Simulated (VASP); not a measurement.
Runs of VASP 6.6.1 on Rh. The structure is that of space group P6_3/mmc (No. 194), or close to it. The cells are those of the table. This isn't the form of Rh at room conditions, which is fcc.

| task | cell | k mesh | cutoff (eV) | gap on the mesh (eV) | pressure (GPa) |
| --- | --- | --- | --- | --- | --- |
| single point | a = 2.677, b = 2.677, c = 8.732 Å, angles 90.0, 90.0, 120.0°, 4 atoms | 18 × 18 × 5 | 520 | none | -0.1 |
| relaxation of cell and atoms | relaxed from a = 2.689, b = 2.689, c = 8.783 Å, angles 90.0, 90.0, 120.0°, 4 atoms | 13 × 13 × 4 | 600 | none | 0.0 |
| single point | a = 2.746, b = 2.746, c = 8.959 Å, angles 90.0, 90.0, 120.0°, 4 atoms | 15 × 15 × 4 | 520 | none | -18.5 |
| single point | a = 2.780, b = 2.780, c = 9.068 Å, angles 90.0, 90.0, 120.0°, 4 atoms | 15 × 15 × 4 | 520 | none | (a) |

Alike in all rows: level PBEsol; potentials or basis VASP PAW PBE potentials, release 64 (Rh_pv); no spin polarisation; smearing fermi-dirac 0.1 eV.

Problem. Estimate the missing entries.

Solution. (a) -24.7.

Caveats: the PAW data sets were made with another functional, which shifts forces and pressure a little; the cell stands under tension (at least some runs).

A k mesh can miss the band edges, and the runs leave out spin-orbit coupling on Rh.

A gap of «none» marks levels without a gap at the run's occupations.
